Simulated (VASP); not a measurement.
Write the native input for VASP 6.6.1 that does the following.

```
Task                   : single point
Functional             : PBEsol
Potentials or basis    : VASP PAW PBE potentials, release 64 (Ta_pv, N)
Cutoff                 : 600 eV
k mesh                 : 10 × 10 × 8
Occupations            : gaussian, width 0.05 eV
Spin                   : collinear spin, ferromagnetic start
Starting moments       : [0.05, 0.0] μB
Dipole correction      : no
Further INCAR settings : ALGO = Normal; EDIFF = 1e-06; NBANDS = 19
```

The structure of TaN lies in POSCAR:

```
TaN
1.0
    2.9381796635      0.0000000000      0.0000000000
   -1.4690898318      2.5445382295      0.0000000000
    0.0000000000      0.0000000000      2.8826518188
Ta N
1 1
Direct
    0.3333333333      0.6666666667      0.5000000000
    0.0000000000      0.0000000000      0.0000000000
```

These files were run (other wordings do the same):

INCAR

```
PREC = Accurate
ENCUT = 600
EDIFF = 1E-6
ISMEAR = 0
SIGMA = 0.05
LREAL = False
LASPH = True
NELM = 200
ALGO = Normal
ISIF = 2
LWAVE = False
LCHARG = False
ISPIN = 2
MAGMOM = 0.05 0
LORBIT = 11
LMAXMIX = 4
GGA = PS
NBANDS = 19
GGA_COMPAT = False
```

KPOINTS

```
regular mesh
0
Gamma
  10 10 8
```

Potentials or basis: VASP PAW PBE potentials, release 64 (Ta_pv, N).

Launch:

```sh
$ cat potpaw_PBE.64/Ta_pv/POTCAR potpaw_PBE.64/N/POTCAR > POTCAR
$ mpirun -np 1 vasp_std > vasp.out
```

Results of the run:

- Pressure: -4.2 GPa
- Band gap on the k mesh: zero (filled and empty bands overlap)
- Net moment: 0.00 μB per cell
- Valence electrons inside the program's atomic spheres: Ta 9.01; N 3.70

Caveat: the PAW data sets were made with another functional, which shifts forces and pressure a little; spin-orbit coupling is left out, which moves the levels of the heavy elements.

Run time: 59 s on 1 thread of Intel Xeon 8259CL (shared host), peak memory 0.19 GiB.
